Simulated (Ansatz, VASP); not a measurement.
One calculation of GaC, two programs

```
CELL_PARAMETERS angstrom
0.00000 2.19738 2.19738
2.19738 0.00000 2.19738
2.19738 2.19738 0.00000
ATOMIC_POSITIONS crystal
Ga 0.50000 0.50000 0.50000
C 0.00000 0.00000 0.00000
```

Alike in both runs: task relaxation of cell and atoms; functional PBE; k mesh 22 × 22 × 22; occupations gaussian, width 0.1 eV; no spin polarisation.

|  | VASP | Ansatz |
| --- | --- | --- |
| version | VASP 6.6.1 | Ansatz 0.2.0 |
| potentials or method | VASP PAW PBE potentials, release 64 (Ga_d, C), cutoff 600 eV | scalar-relativistic, plane waves, PAW |
| valence electrons in the cell | 17 | 17 |

```tsv
	VASP	Ansatz	Ansatz less VASP
gap on the k mesh at the Fermi level, each at its own relaxed structure (eV)	none	none	-
relaxed volume (Å³/atom)	10.64	10.62	-0.019
relaxed cell length with the largest relative difference (Å)	3.110	3.109	-0.0019
```

A gap of «none» marks a metal or a gap that the smearing closes.
